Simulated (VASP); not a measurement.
Crystal: BaTiO3.

```
Ba Ti O
1.0
     3.72890   -0.42193    0.02237
    -0.28447    3.27547    3.11008
     0.31643   -2.75371    2.58992
Ba Ti O
1 1 3
Direct
  0.00364 0.99727 0.99850
  0.50025 0.51161 0.51018
  0.99835 0.49282 0.49504
  0.49991 0.50154 0.99454
  0.49786 0.99299 0.49796
```

Base run:

| Property | Result |
| --- | --- |
| Program | VASP 6.6.1 |
| Functional | PBE |
| Potentials or basis | VASP PAW PBE potentials, release 64 (Ba_sv, Ti_sv, O) |
| Cutoff | 520 eV |
| k mesh | 7 × 6 × 7 |
| Occupations | fermi-dirac, width 0.05 eV |
| Spin | no spin polarisation |
| Hubbard terms | Ti d U = 2.0 eV |

Its results: band gap on the k mesh 0.69 eV (least direct gap 0.80 eV); pressure 21.8 GPa; largest force 0.672 eV/Å.

Q: The run is repeated on the same cell with these changes: hubbard terms from Ti d U = 2.0 eV to Ti d U = 3.0 eV; further incar settings from ALGO = Normal; EDIFF = 1e-06; NBANDS = 28 to ALGO = Normal; EDIFF = 1e-07; NBANDS = 28. What comes out?

A: Band gap on the k mesh 0.79 eV (least direct gap 0.88 eV); pressure 22.7 GPa; largest force 0.719 eV/Å.

Caveats: semilocal functionals underestimate gaps, and a narrow one can read as zero; spin-orbit coupling is left out, which moves the levels of the heavy elements; the stress differs along the axes, from 10 to 35 GPa (at least some runs); the stress differs along the axes, from 10 to 37 GPa (at least some runs).

A k mesh can miss the band edges.
